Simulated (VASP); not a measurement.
A run of VASP 6.6.1:

The input POSCAR:

```
SiGe
1.0
    3.8633733847      0.0000000000      0.0000000000
   -1.9316866924      3.3457794955      0.0000000000
    0.0000000000      0.0000000000      6.3936580700
Si Ge
2 2
Direct
    0.6666666667      0.3333333333      0.8742942448
    0.3333333333      0.6666666667      0.3742942448
    0.6666666667      0.3333333333      0.5007047552
    0.3333333333      0.6666666667      0.0007047552
```

File INCAR.step1:

```
  ALGO = Normal
  EDIFF = 1E-4
  ENCUT = 520
  GGA = PE
  ISMEAR = 0
  LASPH = True
  LCHARG = False
  LREAL = False
  LWAVE = True
  NBANDS = 26
  NELM = 60
  PREC = Accurate
  SIGMA = 0.02
```

File INCAR.step2:

```
  ALGO = Normal
  EDIFF = 1E-6
  ENCUT = 520
  ISIF = 2
  ISMEAR = 0
  ISTART = 1
  LASPH = True
  LCHARG = False
  LMIXTAU = True
  LREAL = False
  LWAVE = False
  METAGGA = R2SCAN
  NBANDS = 26
  NELM = 60
  PREC = Accurate
  SIGMA = 0.02
```

File KPOINTS:

```
k-points
0
Gamma
  12 12 4
```

Potentials or basis: VASP PAW PBE potentials, release 64 (Si, Ge_d).

Launch:

```sh
$ cat potpaw_PBE.64/Si/POTCAR potpaw_PBE.64/Ge_d/POTCAR > POTCAR
$ cp INCAR.step1 INCAR
$ mpirun -np 1 vasp_std > vasp.out
$ cp INCAR.step2 INCAR
$ mpirun -np 1 vasp_std > vasp.out
```

Hardware: 1 thread of Oxide Virtual Turin-like Processor, on a shared host.

**Question.** How long does it take, and how much memory?

**Answer.** Run time: 6.8 min on 1 thread of Oxide Virtual Turin-like Processor, with other jobs on the host, peak memory 0.24 GiB. Counts: k points 57.
